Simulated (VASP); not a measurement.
# LiF (P6_3mc) in VASP: notebook

LiF is run at these levels: LDA; tasks: single point.

All numbers are computed with VASP 6.6.1; they aren't measurements. Logs are shortened: lines on timing, memory, paths and dates and some standing lists are left out, and cuts for length are marked.

### 1 The cell of the first run

Symmetry: P6_3mc, No. 186, hexagonal system. Conventional cell: a = 2.926 Å, b = 2.926 Å, c = 4.836 Å, α = 90.00°, β = 90.00°, γ = 120.00°. Within 2.3 Å of Li (site symmetry 3m) lie 4 F at 1.77 to 1.90 Å. Within 2.3 Å of F (site symmetry 3m) lie 4 Li at 1.77 to 1.90 Å.

### 2 Single point, LDA (8.97 Å³/atom)

INCAR reads:

```
  PREC = Accurate
  ENCUT = 520
  EDIFF = 1E-7
  ISMEAR = 0
  SIGMA = 0.05
  LREAL = False
  LASPH = True
  NELM = 100
  ALGO = Normal
  ISIF = 2
  LWAVE = False
  LCHARG = False
  GGA = CA
  NBANDS = 18
```

KPOINTS reads:

```
Automatic mesh
0
Gamma
  9 9 6
```

POSCAR reads:

```
LiF
1.0
    2.9260227016      0.0000000000      0.0000000000
   -1.4630113508      2.5340099917      0.0000000000
    0.0000000000      0.0000000000      4.8364229235
Li F
2 2
Direct
    0.3333333333      0.6666666667      0.3839784076
    0.6666666667      0.3333333333      0.8839784076
    0.3333333333      0.6666666667      0.9910195924
    0.6666666667      0.3333333333      0.4910195924
```

Potentials or basis: VASP PAW LDA potentials, release 64 (Li_sv, F).

Run with:

```
> cat potpaw_LDA.64/Li_sv/POTCAR potpaw_LDA.64/F/POTCAR > POTCAR
> mpirun -np 1 vasp_std > vasp.out
```

OUTCAR:

```text
PREC = Accurate
   ENCUT = 520
   EDIFF = 1E-7
   ISMEAR = 0
   LREAL = False
   LASPH = True
   NELM = 100
   ISIF = 2
   GGA = CA

 ion  position               nearest neighbor table
   1  0.333  0.667  0.384-   4 1.77   4 1.77   4 1.77   3 1.90
   2  0.667  0.333  0.884-   3 1.77   3 1.77   3 1.77   4 1.90
   3  0.333  0.667  0.991-   2 1.77   2 1.77   2 1.77   1 1.90
   4  0.667  0.333  0.491-   1 1.77   1 1.77   1 1.77   2 1.90

  LATTYP: Found a hexagonal cell.
 ALAT       =     2.9260227016
 C/A-ratio  =     1.6529000000

  Lattice vectors:

 A1 = (   2.9260227016,   0.0000000000,   0.0000000000)
 A2 = (  -1.4630113508,   2.5340099917,   0.0000000000)
 A3 = (   0.0000000000,   0.0000000000,   4.8364229235)

Analysis of symmetry for initial positions (statically):
=====================================================================
 Subroutine PRICEL returns:
 Original cell was already a primitive cell.

 Routine SETGRP: Setting up the symmetry group for a
 hexagonal supercell.

 Subroutine GETGRP returns: Found 12 space group operations
 (whereof  6 operations were pure point group operations)
 out of a pool of 24 trial point group operations.

The static configuration has the point symmetry C_3v.
 The point group associated with its full space group is C_6v.

Analysis of symmetry for dynamics (positions and initial velocities):
=====================================================================
 Subroutine PRICEL returns:
 Original cell was already a primitive cell.

 Routine SETGRP: Setting up the symmetry group for a
 hexagonal supercell.

 Subroutine GETGRP returns: Found 12 space group operations
 (whereof  6 operations were pure point group operations)
 out of a pool of 24 trial point group operations.

The dynamic configuration has the point symmetry C_3v.
 The point group associated with its full space group is C_6v.

 Subroutine INISYM returns: Found 12 space group operations
 (whereof  6 operations are pure point group operations),
 and found     1 'primitive' translations

----------------------------------------------------------------------------------------

                                     Primitive cell

  volume of cell :      35.8600

  direct lattice vectors                    reciprocal lattice vectors
     2.926022702  0.000000000  0.000000000     0.341760848  0.197315718  0.000000000
    -1.463011351  2.534009992  0.000000000     0.000000000  0.394631435  0.000000000
     0.000000000  0.000000000  4.836422923     0.000000000  0.000000000  0.206764383

  length of vectors
     2.926022702  2.926022702  4.836422923     0.394631435  0.394631435  0.206764383

  position of ions in fractional coordinates (direct lattice)
     0.333333333  0.666666667  0.383978408
     0.666666667  0.333333333  0.883978408
     0.333333333  0.666666667  0.991019592
     0.666666667  0.333333333  0.491019592

  ion indices of the primitive-cell ions
   primitive index   ion index
                 1           1
                 2           2
                 3           3
                 4           4

----------------------------------------------------------------------------------------

 KPOINTS: Automatic mesh

Automatic generation of k-mesh.
 Grid dimensions read from file:
 generate k-points for:    9    9    6

 Generating k-lattice:

  Cartesian coordinates                     Fractional coordinates (reciprocal lattice)
     0.037973428  0.021923969  0.000000000     0.111111111  0.000000000  0.000000000
     0.000000000  0.043847937  0.000000000     0.000000000  0.111111111  0.000000000
     0.000000000  0.000000000  0.034460730     0.000000000  0.000000000  0.166666667

  Length of vectors
     0.043847937  0.043847937  0.034460730

  Shift w.r.t. Gamma in fractional coordinates (k-lattice)
     0.000000000  0.000000000  0.000000000

 Subroutine IBZKPT returns following result:
 ===========================================

 Found     48 irreducible k-points:

 Following reciprocal coordinates:
            Coordinates               Weight
  0.000000  0.000000  0.000000      1.000000
  0.111111 -0.000000  0.000000      6.000000
  0.222222 -0.000000  0.000000      6.000000
  0.333333 -0.000000  0.000000      6.000000
  0.444444 -0.000000  0.000000      6.000000
  0.111111  0.111111  0.000000      6.000000
[... 16 lines left out ...]
  0.333333  0.222222  0.166667     24.000000
  0.333333  0.333333  0.166667      4.000000
 [... further k-points ...]
   k-points           NKPTS =     48   k-points in BZ     NKDIM =     48   number of bands    NBANDS=     18
   number of dos      NEDOS =    301   number of ions     NIONS =      4
   total plane-waves  NPLWV =  20736
   dimension x,y,z NGX =    24 NGY =   24 NGZ =   36
   dimension x,y,z NGXF=    48 NGYF=   48 NGZF=   72
   ions per type =               2   2
   NGX,Y,Z   is equivalent  to a cutoff of  13.64, 13.64, 12.37 a.u.
   NGXF,Y,Z  is equivalent  to a cutoff of  27.27, 27.27, 24.75 a.u.
 SYSTEM =  unknown system
   PREC   = accura    normal or accurate (medium, high low for compatibility)
   ISTART =      0    job   : 0-new  1-cont  2-samecut
   ICHARG =      2    charge: 1-file 2-atom 10-const
   ISPIN  =      1    spin polarized calculation?
   LNONCOLLINEAR =      F non collinear calculations
   LSORBIT =      F    spin-orbit coupling
   LASPH  =      T    aspherical Exc in radial PAW
   ENCUT  =  520.0 eV  38.22 Ry    6.18 a.u.   5.44  5.44  8.99*2*pi/ulx,y,z
   NELM   =    100;   NELMIN=  2; NELMDL= -5     # of ELM steps
   EDIFF  = 0.1E-06   stopping-criterion for ELM
   LREAL  =      F    real-space projection
   EDIFFG = 0.1E-05   stopping-criterion for IOM
   NSW    =      0    number of steps for IOM
   IBRION =     -1    ionic relax: 0-MD 1-quasi-New 2-CG
   NFREE  =      0    steps in history (QN), initial steepest desc. (CG)
   ISIF   =      2    stress and relaxation
   ISYM   =      2    0-nonsym 1-usesym 2-fastsym
   POTIM  = 0.5000    time-step for ionic-motion
   TEBEG  =    0.0;   TEEND  =   0.0 temperature during run
   PSTRESS=    0.0 pullay stress
   NELECT =      20.0000    total number of electrons
   NUPDOWN=      -1.0000    fix difference up-down
   EMIN   =  10.00;   EMAX   =-10.00  energy-range for DOS
   EFERMI =   0.00;   METHOD = LEGACY
   ISMEAR =     0;   SIGMA  =   0.05  broadening in eV -4-tet -1-fermi 0-gaus
   EFERMI_NEDOS =   21; number of points for ismear=-14 and -15
   IALGO  =     38    algorithm
   IMIX   =      4    mixing-type and parameters
     AMIX     =   0.40;   BMIX     =  1.00
     AMIX_MAG =   1.60;   BMIX_MAG =  1.00
  volume/ion in A,a.u.               =       8.97        60.50
  Fermi-wavevector in a.u.,A,eV,Ry     =   1.347560  2.546519 24.707059  1.815918
  Thomas-Fermi vector in A             =   2.475300
   LORBIT       =      0    0 simple, 1 ext, 2 COOP (PROOUT), +10 PAW based schemes
   GGA     = CA    functional components
   LHFCALC =     F    Hartree Fock is set to
   AEXX    =    0.0000 exact exchange contribution
   IVDW    =     0    specifies the selected vdW correction
   LEPSILON=     F    determine dielectric tensor
   LRPA    =     F    only Hartree local field effects (RPA)
 non-spin polarized calculation
 Gauss-broadening in eV      SIGMA  =   0.05
  energy-cutoff  :      520.00
  volume of cell :       35.86
 maximum number of plane-waves:       996
 NGX is ok and might be reduce to    24
   NGX = 11   NGY = 11   NGZ = 17

 number of electron      20.0000003 magnetization

 Free energy of the ion-electron system (eV)
  ---------------------------------------------------
  ext. energy  EPLUGINS =         0.00000000
  ---------------------------------------------------
  free energy    TOTEN  =       -20.75307010 eV

  energy without entropy =      -20.75307010  energy(sigma->0) =      -20.75307010

 E-fermi :  -1.9655     XC(G=0): -10.0193

 val. band max:       -2.3046422166   @ k =   0.0000   0.0000   0.0000
 cond. band min:       5.7789230398   @ k =   0.0000   0.0000   0.0000
 fundamental gap:      8.0835652564
 Fermi energy:        -1.9655184263

 k-point     1 :       0.0000    0.0000    0.0000
  band No.  band energies     occupation
      1     -41.3215      2.00000
      2     -41.2593      2.00000
      3     -21.4474      2.00000
      4     -21.1873      2.00000
      5      -4.8457      2.00000
      6      -2.7274      2.00000
[... 10 lines left out ...]
     17      18.2104      0.00000
     18      18.2104      0.00000

 k-point     2 :       0.1111   -0.0000    0.0000
  band No.  band energies     occupation
      1     -41.3136      2.00000
      2     -41.2550      2.00000
      3     -21.4292      2.00000
      4     -21.1828      2.00000
      5      -4.7707      2.00000
      6      -2.8926      2.00000
[... 10 lines left out ...]
     17      18.3984      0.00000
     18      18.4719      0.00000

 k-point     3 :       0.2222   -0.0000    0.0000
  band No.  band energies     occupation
      1     -41.2935      2.00000
      2     -41.2446      2.00000
      3     -21.3811      2.00000
      4     -21.1738      2.00000
      5      -4.5787      2.00000
      6      -3.3580      2.00000
[... 10 lines left out ...]
     17      18.4717      0.00000
     18      18.5727      0.00000

 k-point     4 :       0.3333   -0.0000    0.0000
  band No.  band energies     occupation
      1     -41.2692      2.00000
      2     -41.2340      2.00000
      3     -21.3169      2.00000
      4     -21.1695      2.00000
      5      -4.4653      2.00000
      6      -3.7408      2.00000
[... 375 lines left out ...]
      4     -21.1782      2.00000
      5      -4.2853      2.00000
      6      -4.1443      2.00000
[... 10 lines left out ...]
     17      18.1542      0.00000
     18      19.6617      0.00000

 k-point    23 :       0.3333    0.2222    0.1667
  band No.  band energies     occupation
      1     -41.2411      2.00000
      2     -41.2293      2.00000
      3     -21.2327      2.00000
      4     -21.1858      2.00000
      5      -4.5943      2.00000
      6      -3.9118      2.00000
[... 10 lines left out ...]
     17      17.3240      0.00000
     18      19.9299      0.00000

 k-point    24 :       0.3333    0.3333    0.1667
  band No.  band energies     occupation
      1     -41.2322      2.00000
      2     -41.2322      2.00000
      3     -21.2022      2.00000
      4     -21.2022      2.00000
      5      -4.6757      2.00000
      6      -3.7325      2.00000
[... 10 lines left out ...]
     17      16.7060      0.00000
     18      20.0524      0.00000

 [... further k-points ...]

------------------------ aborting loop because EDIFF is reached ----------------------------------------

  FORCE on cell =-STRESS in cart. coord.  units (eV):
  Direction    XX          YY          ZZ          XY          YZ          ZX
  --------------------------------------------------------------------------------------
  -------------------------------------------------------------------------------------
  Total        1.2730612      1.2730612     -0.5903413      0.0000000      0.0000000      0.0000000
  in kB       56.8786898     56.8786898    -26.3756699      0.0000000      0.0000000      0.0000000
  external PRESSURE =      29.1272366 kB  Pullay stress =       0.0000000 kB

 VOLUME and BASIS-vectors are now :
 -----------------------------------------------------------------------------
  energy-cutoff  :      520.00
  volume of cell :       35.86
      direct lattice vectors                 reciprocal lattice vectors
     2.926022702  0.000000000  0.000000000     0.341760848  0.197315718  0.000000000
    -1.463011351  2.534009992  0.000000000     0.000000000  0.394631435  0.000000000
     0.000000000  0.000000000  4.836422923     0.000000000  0.000000000  0.206764383

 POSITION                                       TOTAL-FORCE (eV/Angst)
 -----------------------------------------------------------------------------------
     -0.00000      1.68934      1.85708        -0.000000      0.000000     -0.312376
      1.46301      0.84467      4.27529         0.000000     -0.000000     -0.312376
     -0.00000      1.68934      4.79299         0.000000      0.000000      0.312376
      1.46301      0.84467      2.37478        -0.000000     -0.000000      0.312376
 -----------------------------------------------------------------------------------
    total drift:                                0.000000     -0.000000      0.000602

  FREE ENERGIE OF THE ION-ELECTRON SYSTEM (eV)
  ---------------------------------------------------
  free  energy   TOTEN  =       -20.7530701036 eV

  energy  without entropy=      -20.7530701036  energy(sigma->0) =      -20.75307010
```

It took 24 s on 1 thread of Intel Xeon Platinum 8175M at 2.50GHz (Skylake/Cascade Lake), shared host; peak memory 0.14 GiB.

What came out:

```
Free energy            : -20.7531 eV
Largest force          : 0.312 eV/Å
Band gap on the k mesh : 8.08 eV
```

Forces on the atoms (eV/Å):
```
Li   0.000  0.000 -0.312
Li   0.000  0.000 -0.312
F    0.000  0.000  0.312
F    0.000  0.000  0.312
```

Caveat: the cutoff is under 1.25 times the usual one of these potentials, so pressure, stress and relaxed cells hold a basis-set (Pulay) error.

### 3 Single point, LDA (8.96 Å³/atom)

INCAR reads:

```
PREC = Accurate ; ENCUT = 520
EDIFF = 1E-6 ; ISMEAR = 0
SIGMA = 0.05 ; LREAL = False
LASPH = True ; NELM = 100
ALGO = Normal ; ISIF = 2
LWAVE = False ; LCHARG = False
GGA = CA ; NBANDS = 18
```

KPOINTS is that of step 2.

POSCAR reads:

```
LiF
1.0
    3.0705594123      0.0000000000      0.0000000000
   -1.5352797061      2.6591824548      0.0000000000
    0.0000000000      0.0000000000      4.3918211273
Li F
2 2
Direct
    0.3333333333      0.6666666667      0.3839784076
    0.6666666667      0.3333333333      0.8839784076
    0.3333333333      0.6666666667      0.9910195924
    0.6666666667      0.3333333333      0.4910195924
```

Potentials or basis: VASP PAW LDA potentials, release 64 (Li_sv, F).

Run with:

```
> cat potpaw_LDA.64/Li_sv/POTCAR potpaw_LDA.64/F/POTCAR > POTCAR
> mpirun -np 1 vasp_std > vasp.out
```

It took 22 s on 1 thread of Intel Xeon Platinum 8175M at 2.50GHz (Skylake/Cascade Lake), shared host; peak memory 0.14 GiB.

It converged, with:

| Quantity | Value |
| --- | --- |
| Free energy | -20.7543 eV |
| Largest force | 0.494 eV/Å |
| Band gap on the k mesh | 7.92 eV |

Forces in eV/Å, atoms in the order of the input:
```
Li   0.000  0.000  0.494
Li   0.000  0.000  0.494
F    0.000  0.000 -0.494
F    0.000  0.000 -0.494
```

Levels at points of the mesh, in eV from the valence-band top:
| k point | band 6 | band 7 | band 8 | band 9 | band 10 | band 11 | band 12 | band 13 | band 14 | band 15 |
| --- | --- | --- | --- | --- | --- | --- | --- | --- | --- | --- |
| (0.00, 0.00, 0.00) | -0.85 | -0.85 | -0.31 | -0.31 | 0.00 | 7.92 | 12.85 | 16.34 | 17.98 | 17.98 |
| (0.00, 0.00, 0.50) | -1.36 | -0.58 | -0.58 | -0.58 | -0.58 | 9.80 | 9.80 | 18.26 | 18.26 | 18.26 |

Caveat: the cutoff is under 1.25 times the usual one of these potentials, so pressure, stress and relaxed cells hold a basis-set (Pulay) error.

### 4 Single point, LDA (8.97 Å³/atom)

INCAR reads:

```
PREC = Accurate
ENCUT = 520
EDIFF = 1E-6
ISMEAR = 0
SIGMA = 0.05
LREAL = False
LASPH = True
NELM = 60
ALGO = Normal
ISIF = 2
LWAVE = False
LCHARG = False
NBANDS = 18
```

KPOINTS reads:

```
regular mesh
0
Gamma
  9 9 6
```

POSCAR reads:

```
LiF
1.0
    2.9495873098      0.0000000000      0.0000000000
   -1.4747936549      2.5544175410      0.0000000000
    0.0000000000      0.0000000000      4.7594540831
Li F
2 2
Direct
    0.3333333333      0.6666666667      0.3839784076
    0.6666666667      0.3333333333      0.8839784076
    0.3333333333      0.6666666667      0.9910195924
    0.6666666667      0.3333333333      0.4910195924
```

Run with:

```
> cat potpaw_LDA.64/Li_sv/POTCAR potpaw_LDA.64/F/POTCAR > POTCAR
> mpirun -np 1 vasp_std > vasp.out
```

Wall time 22 s (1 thread of Intel Xeon Platinum 8175M at 2.50GHz (Skylake/Cascade Lake), shared host); peak memory 0.14 GiB.

Results (log left out):

- Free energy: -20.7783 eV
- Largest force: 0.219 eV/Å
- Band gap on the k mesh: 8.06 eV

Forces in eV/Å, atoms in the order of the input:
```
Li   0.000  0.000 -0.219
Li   0.000  0.000 -0.219
F    0.000  0.000  0.219
F    0.000  0.000  0.219
```

Levels at points of the mesh, in eV from the valence-band top:
| k point | band 8 | band 9 | band 10 | band 11 | band 12 | band 13 |
| --- | --- | --- | --- | --- | --- | --- |
| (0.00, 0.00, 0.00) | -0.17 | -0.17 | 0.00 | 8.06 | 12.23 | 15.87 |
| (0.00, 0.00, 0.50) | -0.34 | -0.34 | -0.34 | 9.79 | 9.79 | 17.86 |

Caveat: the cutoff is under 1.25 times the usual one of these potentials, so pressure, stress and relaxed cells hold a basis-set (Pulay) error.

[end of part 1 of 2]
